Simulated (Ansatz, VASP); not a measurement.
# One calculation of SnO2, two programs

```
CELL_PARAMETERS angstrom
4.82742 0.00000 0.00000
0.00000 4.82742 0.00000
0.00000 0.00000 3.23807
ATOMIC_POSITIONS crystal
Sn 0.00000 0.00000 0.00000
Sn 0.50000 0.50000 0.50000
O 0.30654 0.30654 0.00000
O 0.19346 0.80654 0.50000
O 0.69346 0.69346 0.00000
O 0.80654 0.19346 0.50000
```

Alike in both runs: task relaxation of cell and atoms; functional PBE; dispersion D3(BJ); k mesh 6 × 6 × 8; occupations gaussian, width 0.02 eV; no spin polarisation.

```csv
,VASP,Ansatz
version,VASP 6.6.1,Ansatz 0.2.0
potentials or method,"VASP PAW PBE potentials, release 64 (Sn_d, O), cutoff 600 eV","scalar-relativistic, plane waves, PAW"
valence electrons in the cell,52,52
```

Ansatz gave:

```
gap on the k mesh at the Fermi level, each at its own relaxed structure (eV) : 0.84
relaxed volume (Å³/atom)                                                     : 12.37
relaxed cell length with the largest relative difference (Å)                 : 3.230
```

Question: What did VASP give for the same quantities?

Answer: gap on the k mesh at the Fermi level, each at its own relaxed structure (eV): 0.80; relaxed volume (Å³/atom): 12.40; relaxed cell length with the largest relative difference (Å): 3.234.
